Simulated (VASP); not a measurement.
# B (Fm-3m) in VASP: further runs

B is run at these levels: PBE; tasks: single point, relaxation of cell and atoms.

All numbers are computed with VASP 6.6.1; they aren't measurements. Logs are shortened: lines on timing, memory, paths and dates and some standing lists are left out, and cuts for length are marked.

### 1 The cell of the first run

Symmetry: Fm-3m, No. 225, cubic system. Conventional cell: a = 4.269 Å, b = 4.269 Å, c = 4.269 Å, α = 90.00°, β = 90.00°, γ = 90.00°. Within 2.5 Å of B (site symmetry -43m) lie 10 B at 1.85 to 2.13 Å. Within 2.5 Å of B (site symmetry m-3m) lie 8 B at 1.85 Å.

The cell was built from a structure type or drawn by symmetry, and may not be a known phase.

### 2 Single point, PBE

INCAR reads:

```
  PREC = Accurate
  ENCUT = 500
  EDIFF = 1E-6
  ISMEAR = 0
  SIGMA = 0.1
  LREAL = False
  LASPH = True
  NELM = 120
  ALGO = Normal
  ISIF = 2
  LWAVE = False
  LCHARG = False
  GGA = PE
  NBANDS = 12
  GGA_COMPAT = False
```

KPOINTS reads:

```
regular mesh
0
Gamma
  6 6 6
```

POSCAR reads:

```
B
1.0
    0.0000000000      2.1346712762      2.1346712762
    2.1346712762      0.0000000000      2.1346712762
    2.1346712762      2.1346712762      0.0000000000
B
3
Direct
    0.2500000000      0.2500000000      0.2500000000
    0.7500000000      0.7500000000      0.7500000000
    0.5000000000      0.5000000000      0.5000000000
```

Potentials or basis: VASP PAW PBE potentials, release 64 (B).

Launch:

```console
cat potpaw_PBE.64/B/POTCAR > POTCAR
mpirun -np 1 vasp_std > vasp.out
```

OUTCAR:

```text
PREC = Accurate
   ENCUT = 500
   EDIFF = 1E-6
   ISMEAR = 0
   LREAL = False
   LASPH = True
   NELM = 120
   ISIF = 2
   GGA = PE

 ion  position               nearest neighbor table
   1  0.250  0.250  0.250-   3 1.85   3 1.85   3 1.85   3 1.85   2 2.13   2 2.13   2 2.13   2 2.13
                             2 2.13   2 2.13
   2  0.750  0.750  0.750-   3 1.85   3 1.85   3 1.85   3 1.85   1 2.13   1 2.13   1 2.13   1 2.13
                             1 2.13   1 2.13
   3  0.500  0.500  0.500-   1 1.85   1 1.85   1 1.85   2 1.85   2 1.85   2 1.85   2 1.85   1 1.85

  LATTYP: Found a face centered cubic cell.
 ALAT       =     4.2693425524

  Lattice vectors:

 A1 = (   0.0000000000,   2.1346712762,   2.1346712762)
 A2 = (   2.1346712762,   0.0000000000,   2.1346712762)
 A3 = (   2.1346712762,   2.1346712762,   0.0000000000)

Analysis of symmetry for initial positions (statically):
=====================================================================
 Subroutine PRICEL returns:
 Original cell was already a primitive cell.

 Routine SETGRP: Setting up the symmetry group for a
 face centered cubic supercell.

 Subroutine GETGRP returns: Found 48 space group operations
 (whereof 48 operations were pure point group operations)
 out of a pool of 48 trial point group operations.

The static configuration has the point symmetry O_h .

Analysis of symmetry for dynamics (positions and initial velocities):
=====================================================================
 Subroutine PRICEL returns:
 Original cell was already a primitive cell.

 Routine SETGRP: Setting up the symmetry group for a
 face centered cubic supercell.

 Subroutine GETGRP returns: Found 48 space group operations
 (whereof 48 operations were pure point group operations)
 out of a pool of 48 trial point group operations.

The dynamic configuration has the point symmetry O_h .

 Subroutine INISYM returns: Found 48 space group operations
 (whereof 48 operations are pure point group operations),
 and found     1 'primitive' translations

----------------------------------------------------------------------------------------

                                     Primitive cell

  volume of cell :      19.4546

  direct lattice vectors                    reciprocal lattice vectors
     0.000000000  2.134671276  2.134671276    -0.234228101  0.234228101  0.234228101
     2.134671276  0.000000000  2.134671276     0.234228101 -0.234228101  0.234228101
     2.134671276  2.134671276  0.000000000     0.234228101  0.234228101 -0.234228101

  length of vectors
     3.018881070  3.018881070  3.018881070     0.405694972  0.405694972  0.405694972

  position of ions in fractional coordinates (direct lattice)
     0.250000000  0.250000000  0.250000000
     0.750000000  0.750000000  0.750000000
     0.500000000  0.500000000  0.500000000

  ion indices of the primitive-cell ions
   primitive index   ion index
                 1           1
                 2           2
                 3           3

----------------------------------------------------------------------------------------

 KPOINTS: regular mesh

Automatic generation of k-mesh.
 Grid dimensions read from file:
 generate k-points for:    6    6    6

 Generating k-lattice:

  Cartesian coordinates                     Fractional coordinates (reciprocal lattice)
    -0.039038017  0.039038017  0.039038017     0.166666667  0.000000000  0.000000000
     0.039038017 -0.039038017  0.039038017     0.000000000  0.166666667  0.000000000
     0.039038017  0.039038017 -0.039038017     0.000000000  0.000000000  0.166666667

  Length of vectors
     0.067615829  0.067615829  0.067615829

  Shift w.r.t. Gamma in fractional coordinates (k-lattice)
     0.000000000  0.000000000  0.000000000

 Subroutine IBZKPT returns following result:
 ===========================================

 Found     16 irreducible k-points:

 Following reciprocal coordinates:
            Coordinates               Weight
  0.000000  0.000000  0.000000      1.000000
  0.166667  0.000000  0.000000      8.000000
  0.333333  0.000000  0.000000      8.000000
  0.500000  0.000000  0.000000      4.000000
  0.166667  0.166667  0.000000      6.000000
  0.333333  0.166667  0.000000     24.000000
[... 8 lines left out ...]
 -0.333333  0.333333  0.166667     24.000000
 -0.333333  0.500000  0.166667     12.000000
   k-points           NKPTS =     16   k-points in BZ     NKDIM =     16   number of bands    NBANDS=     12
   number of dos      NEDOS =    301   number of ions     NIONS =      3
   total plane-waves  NPLWV =  13824
   dimension x,y,z NGX =    24 NGY =   24 NGZ =   24
   dimension x,y,z NGXF=    48 NGYF=   48 NGZF=   48
   ions per type =               3
   NGX,Y,Z   is equivalent  to a cutoff of  13.22, 13.22, 13.22 a.u.
   NGXF,Y,Z  is equivalent  to a cutoff of  26.43, 26.43, 26.43 a.u.
 SYSTEM =  unknown system
   PREC   = accura    normal or accurate (medium, high low for compatibility)
   ISTART =      0    job   : 0-new  1-cont  2-samecut
   ICHARG =      2    charge: 1-file 2-atom 10-const
   ISPIN  =      1    spin polarized calculation?
   LNONCOLLINEAR =      F non collinear calculations
   LSORBIT =      F    spin-orbit coupling
   LASPH  =      T    aspherical Exc in radial PAW
   ENCUT  =  500.0 eV  36.75 Ry    6.06 a.u.   5.50  5.50  5.50*2*pi/ulx,y,z
   NELM   =    120;   NELMIN=  2; NELMDL= -5     # of ELM steps
   EDIFF  = 0.1E-05   stopping-criterion for ELM
   LREAL  =      F    real-space projection
   EDIFFG = 0.1E-04   stopping-criterion for IOM
   NSW    =      0    number of steps for IOM
   IBRION =     -1    ionic relax: 0-MD 1-quasi-New 2-CG
   NFREE  =      0    steps in history (QN), initial steepest desc. (CG)
   ISIF   =      2    stress and relaxation
   ISYM   =      2    0-nonsym 1-usesym 2-fastsym
   POTIM  = 0.5000    time-step for ionic-motion
   TEBEG  =    0.0;   TEEND  =   0.0 temperature during run
   PSTRESS=    0.0 pullay stress
   NELECT =       9.0000    total number of electrons
   NUPDOWN=      -1.0000    fix difference up-down
   EMIN   =  10.00;   EMAX   =-10.00  energy-range for DOS
   EFERMI =   0.00;   METHOD = LEGACY
   ISMEAR =     0;   SIGMA  =   0.10  broadening in eV -4-tet -1-fermi 0-gaus
   EFERMI_NEDOS =   21; number of points for ismear=-14 and -15
   IALGO  =     38    algorithm
   IMIX   =      4    mixing-type and parameters
     AMIX     =   0.40;   BMIX     =  1.00
     AMIX_MAG =   1.60;   BMIX_MAG =  1.00
  volume/ion in A,a.u.               =       6.48        43.76
  Fermi-wavevector in a.u.,A,eV,Ry     =   1.266139  2.392655 21.811602  1.603108
  Thomas-Fermi vector in A             =   2.399355
   LORBIT       =      0    0 simple, 1 ext, 2 COOP (PROOUT), +10 PAW based schemes
   GGA     = PE    functional components
   LHFCALC =     F    Hartree Fock is set to
   AEXX    =    0.0000 exact exchange contribution
   IVDW    =     0    specifies the selected vdW correction
   LEPSILON=     F    determine dielectric tensor
   LRPA    =     F    only Hartree local field effects (RPA)
 non-spin polarized calculation
 Gauss-broadening in eV      SIGMA  =   0.10
  energy-cutoff  :      500.00
  volume of cell :       19.45
 maximum number of plane-waves:       531
 NGX is ok and might be reduce to    24
   NGX = 11   NGY = 11   NGZ = 11

 number of electron       9.0000000 magnetization

 Free energy of the ion-electron system (eV)
  ---------------------------------------------------
  ext. energy  EPLUGINS =         0.00000000
  ---------------------------------------------------
  free energy    TOTEN  =       -17.90839276 eV

  energy without entropy =      -17.90608159  energy(sigma->0) =      -17.90723717

 E-fermi :   9.4708     XC(G=0): -12.3744

 val. band max:        9.4314478140   @ k =   0.5000   0.0000   0.0000
 cond. band min:       9.6256251132   @ k =  -0.1667   0.1667   0.0000
 fundamental gap:      0.1941772992
 Fermi energy:         9.4708472073

 k-point     1 :       0.0000    0.0000    0.0000
  band No.  band energies     occupation
      1      -8.9103      2.00000
      2       7.9997      2.00000
      3       7.9997      2.00000
      4       7.9997      2.00000
      5       9.0680      2.00000
      6       9.0680      2.00000
      7       9.0680      2.00000
      8      15.9055      0.00000
      9      17.3594      0.00000
     10      17.3594      0.00000
     11      17.3594      0.00000
     12      19.5318      0.00000

 k-point     2 :       0.1667    0.0000    0.0000
  band No.  band energies     occupation
      1      -8.3712      2.00000
      2       3.9637      2.00000
      3       6.7560      2.00000
      4       6.7560      2.00000
      5      10.2361      0.00000
      6      10.2361      0.00000
      7      11.5264      0.00000
      8      16.1915      0.00000
      9      16.6949      0.00000
     10      16.6949      0.00000
     11      17.7809      0.00000
     12      21.1115      0.00000

 k-point     3 :       0.3333    0.0000    0.0000
  band No.  band energies     occupation
      1      -6.7649      2.00000
      2      -0.4255      2.00000
      3       5.8290      2.00000
      4       5.8290      2.00000
      5       9.9535      0.00000
      6       9.9535      0.00000
      7      12.4744      0.00000
      8      15.6887      0.00000
      9      18.5639      0.00000
     10      18.5639      0.00000
     11      20.1348      0.00000
     12      23.8807      0.00000
[... 166 lines left out ...]
 k-point    15 :      -0.3333    0.3333    0.1667
  band No.  band energies     occupation
      1      -3.1134      2.00000
      2      -2.3251      2.00000
      3       0.9280      2.00000
      4       1.7835      2.00000
      5      11.1191      0.00000
      6      11.6619      0.00000
      7      16.6024      0.00000
      8      17.3492      0.00000
      9      17.5466      0.00000
     10      19.1719      0.00000
     11      22.8283      0.00000
     12      23.5685      0.00000

 k-point    16 :      -0.3333    0.5000    0.1667
  band No.  band energies     occupation
      1      -2.0992      2.00000
      2      -1.7756      2.00000
      3       0.0198      2.00000
      4       0.4094      2.00000
      5       9.6316      0.02299
      6      12.9444      0.00000
      7      14.8486      0.00000
      8      18.8106      0.00000
      9      18.9757      0.00000
     10      20.4108      0.00000
     11      22.8188      0.00000
     12      23.9328      0.00000

------------------------ aborting loop because EDIFF is reached ----------------------------------------

  FORCE on cell =-STRESS in cart. coord.  units (eV):
  Direction    XX          YY          ZZ          XY          YZ          ZX
  --------------------------------------------------------------------------------------
  -------------------------------------------------------------------------------------
  Total       -0.0475266     -0.0475266     -0.0475266      0.0000000     -0.0000000     -0.0000000
  in kB       -3.9140284     -3.9140284     -3.9140284      0.0000000     -0.0000000     -0.0000000
  external PRESSURE =      -3.9140284 kB  Pullay stress =       0.0000000 kB

 VOLUME and BASIS-vectors are now :
 -----------------------------------------------------------------------------
  energy-cutoff  :      500.00
  volume of cell :       19.45
      direct lattice vectors                 reciprocal lattice vectors
     0.000000000  2.134671276  2.134671276    -0.234228101  0.234228101  0.234228101
     2.134671276  0.000000000  2.134671276     0.234228101 -0.234228101  0.234228101
     2.134671276  2.134671276  0.000000000     0.234228101  0.234228101 -0.234228101

 POSITION                                       TOTAL-FORCE (eV/Angst)
 -----------------------------------------------------------------------------------
      1.06734      1.06734      1.06734        -0.000000      0.000000     -0.000000
      3.20201      3.20201      3.20201         0.000000     -0.000000      0.000000
      2.13467      2.13467      2.13467         0.000000     -0.000000     -0.000000
 -----------------------------------------------------------------------------------
    total drift:                               -0.000000      0.000000      0.000000

  FREE ENERGIE OF THE ION-ELECTRON SYSTEM (eV)
  ---------------------------------------------------
  free  energy   TOTEN  =       -17.9083927625 eV

  energy  without entropy=      -17.9060815875  energy(sigma->0) =      -17.90723717
```

Run time: 6.6 s. Hardware: 1 thread of Intel Xeon 8259CL, shared host; peak memory 0.13 GiB.

Results:

* Free energy: -17.9084 eV
* Pressure: -0.4 GPa
* Band gap on the k mesh: zero (an odd number of electrons rules out a gap without spin polarisation)

Caveat: the k points lie up to 0.42 Å⁻¹ apart, too coarse for converged energies and pressures of a metal.

### 3 Single point, PBE

This run uses another cell than the first one, of 7.17 Å³/atom.

INCAR is that of step 2.

KPOINTS is that of step 2.

POSCAR reads:

```
B
1.0
    0.0000000000      2.2077962200      2.2077962200
    2.2077962200      0.0000000000      2.2077962200
    2.2077962200      2.2077962200      0.0000000000
B
3
Direct
    0.2500000000      0.2500000000      0.2500000000
    0.7500000000      0.7500000000      0.7500000000
    0.5000000000      0.5000000000      0.5000000000
```

Potentials or basis: VASP PAW PBE potentials, release 64 (B).

Launch:

```console
cat potpaw_PBE.64/B/POTCAR > POTCAR
mpirun -np 1 vasp_std > vasp.out
```

It took 6.8 s on 1 thread of Intel Xeon 8259CL, shared host; peak memory 0.13 GiB.

The run converged. Its results:

- Free energy: -17.7677 eV
- Pressure: -20.1 GPa
- Band gap on the k mesh: zero (an odd number of electrons rules out a gap without spin polarisation)

Levels at points of the mesh, in eV from the Fermi level:
| k point | band 2 | band 3 | band 4 | band 5 | band 6 | band 7 |
| --- | --- | --- | --- | --- | --- | --- |
| (0.00, 0.00, 0.00) | -1.20 | -1.20 | -1.20 | -0.22 | -0.22 | -0.22 |
| (0.50, 0.00, 0.00) | -12.20 | -3.46 | -3.46 | 0.18 | 0.18 | 2.52 |
| (0.50, 0.50, 0.00) | -11.13 | -7.04 | -7.04 | -2.87 | 0.84 | 8.36 |

Caveat: the k points lie up to 0.41 Å⁻¹ apart, too coarse for converged energies and pressures of a metal.

### 4 Relaxation of cell and atoms, PBE

This run uses another cell than the first one, of 7.17 Å³/atom.

INCAR reads:

```
SYSTEM = B
PREC = Accurate
ENCUT = 500
EDIFF = 1E-7
ISMEAR = 0
SIGMA = 0.1
LREAL = .FALSE.
LASPH = .TRUE.
NELM = 120
ALGO = Normal
ISIF = 3
LWAVE = .FALSE.
LCHARG = .FALSE.
GGA = PE
IBRION = 2
NSW = 90
EDIFFG = -0.04
GGA_COMPAT = .FALSE.
NELMIN = 4
```

KPOINTS reads:

```
regular mesh
0
G
  6 6 6
  0 0 0
```

POSCAR is that of step 3.

Launch:

```console
cat potpaw_PBE.64/B/POTCAR > POTCAR
mpirun -np 1 vasp_std > vasp.out
```

It took 12 s on 1 thread of Intel Xeon 8259CL, shared host; peak memory 0.13 GiB.

Results (log left out):

```yaml
Free_energy: -17.9099 eV
Relaxed_volume: 6.48 Å³/atom
Relaxed_cell: a = 3.018 Å, b = 3.018 Å, c = 3.018 Å, α = 60.00°, β = 60.00°, γ = 60.00°
Space_group_after_relaxing_to_0.1_Å: Fm-3m (No. 225)
Energy_gained_by_relaxing: 47.4 meV/atom
Ionic_steps: 3
Pressure_after_relaxing: -0.2 GPa
Band_gap_on_the_k_mesh: zero (an odd number of electrons rules out a gap without spin polarisation)
```

The path:
| step | energy change (eV) | largest force (eV/Å) | pressure (GPa) | volume (Å³) |
| --- | --- | --- | --- | --- |
| 1 | 0.0000 | 0.0000 | -20.12 | 21.52 |
| 2 | -0.1279 | 0.0000 | 8.09 | 18.84 |
| 3 | -0.1422 | 0.0000 | -0.16 | 19.43 |

Final structure:
```yaml
crystal:
  lattice:
    - [0.00000, 2.13389, 2.13389]
    - [2.13389, 0.00000, 2.13389]
    - [2.13389, 2.13389, 0.00000]
  atoms:
    - { symbol: B, position: [0.25000, 0.25000, 0.25000] }
    - { symbol: B, position: [0.75000, 0.75000, 0.75000] }
    - { symbol: B, position: [0.50000, 0.50000, 0.50000] }
```

Levels at points of the mesh, in eV from the Fermi level:
```tsv
k point	band 1	band 2	band 3	band 4	band 5	band 6	band 7	band 8
(0.00, 0.00, 0.00)	-18.39	-1.47	-1.47	-1.47	-0.40	-0.40	-0.40	6.45
(0.50, 0.00, 0.00)	-13.92	-13.21	-3.91	-3.91	-0.04	-0.04	3.23	6.00
(0.50, 0.50, 0.00)	-12.11	-11.89	-7.80	-7.80	-2.73	0.69	9.03	9.03
```

Caveat: the k points lie up to 0.42 Å⁻¹ apart in the final cell, too coarse for converged energies and pressures of a metal.

### 5 The runs side by side

| task | cell | gap on the mesh (eV) | pressure (GPa) |
| --- | --- | --- | --- |
| single point | a = 3.019 Å, angles 60.0°, 3 atoms | none | -0.4 |
| single point | a = 3.122 Å, angles 60.0°, 3 atoms | none | -20.1 |
| relaxation of cell and atoms | relaxed from a = 3.122 Å, angles 60.0°, 3 atoms | none | -0.2 |

Alike in all rows: level PBE; potentials or basis VASP PAW PBE potentials, release 64 (B); no spin polarisation; k mesh 6 × 6 × 6; cutoff (eV) 500; smearing gaussian 0.1 eV.

Caveats: all runs use coarse meshes.

Absolute energies hang on the potentials; compare differences alone.
